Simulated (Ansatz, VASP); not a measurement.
## Two plane-wave programs on Si4PI

```
CELL_PARAMETERS angstrom
0.00000 3.86724 3.86724
3.86724 0.00000 3.86724
3.86724 3.86724 0.00000
ATOMIC_POSITIONS crystal
Si 0.12380 0.62540 0.62540
Si 0.62540 0.62540 0.62540
Si 0.62540 0.12380 0.62540
Si 0.62540 0.62540 0.12380
P 0.00000 0.00000 0.00000
I 0.25000 0.25000 0.25000
```

Change from the starting cell: species swapped into the YbInCu4 type (F-43m, No. 216).

Alike in both runs: task relaxation of cell and atoms; functional PBE; k mesh 8 × 8 × 8; occupations gaussian, width 0.1 eV; no spin polarisation.

|  | VASP | Ansatz |
| --- | --- | --- |
| version | VASP 6.6.1 | Ansatz 0.2.0 |
| potentials or method | VASP PAW PBE potentials, release 64 (Si, P, I), cutoff 600 eV | scalar-relativistic, plane waves, PAW |
| valence electrons in the cell | 28 | 38 |

VASP gave:

| Property | Result |
| --- | --- |
| gap on the k mesh at the Fermi level, each at its own relaxed structure (eV) | none |
| relaxed volume (Å³/atom) | 18.31 |
| relaxed cell length with the largest relative difference (Å) | 5.375 |

**Question.** Estimate Ansatz's values.

**Answer.** gap on the k mesh at the Fermi level, each at its own relaxed structure (eV): none; relaxed volume (Å³/atom): 18.32; relaxed cell length with the largest relative difference (Å): 5.377.

A gap of «none» marks a metal or a gap that the smearing closes. VASP's potentials hold 28 valence electrons a cell and Ansatz's 38, so a difference there can come from the potentials and not from the codes.

Spin-orbit coupling is off throughout.
